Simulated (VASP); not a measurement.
## InSb3: single point with PBE

The system is InSb3.

```
In Sb
1.0
     0.00000    3.79011    3.79011
     3.79011    0.00000    3.79011
     3.79011    3.79011    0.00000
In Sb
1 3
Direct
  0.00000 0.00000 0.00000
  0.25000 0.25000 0.25000
  0.75000 0.75000 0.75000
  0.50000 0.50000 0.50000
```

```
Program                : VASP 6.6.1
Task                   : single point
Functional             : PBE
Potentials or basis    : VASP PAW PBE potentials, release 64 (In_d, Sb)
Cutoff                 : 520 eV
k mesh                 : 10 × 10 × 10
Occupations            : gaussian, width 0.1 eV
Spin                   : no spin polarisation
Dipole correction      : no
Further INCAR settings : ALGO = Normal; EDIFF = 1e-06; NBANDS = 22
```

- Pressure: 0.0 GPa
- Band gap on the k mesh: zero (bands 14 and 15 overlap by 3.41 eV)

Levels at points of the mesh, in eV from the Fermi level:
| k point | band 11 | band 12 | band 13 | band 14 | band 15 | band 16 | band 17 | band 18 |
| --- | --- | --- | --- | --- | --- | --- | --- | --- |
| (0.00, 0.00, 0.00) | -2.47 | -2.36 | -2.36 | -2.36 | -2.29 | -0.68 | -0.68 | -0.68 |
| (0.50, 0.00, 0.00) | -3.41 | -2.60 | -2.60 | -0.23 | -0.06 | 1.95 | 1.95 | 3.07 |
| (0.50, 0.50, 0.00) | -5.06 | 0.38 | 0.91 | 0.91 | 1.27 | 1.73 | 1.84 | 1.84 |

It took 2.1 min on 1 thread of Intel Xeon 8259CL (shared host), peak memory 0.3 GiB.

Caveat: spin-orbit coupling is left out, which moves the levels of the heavy elements.
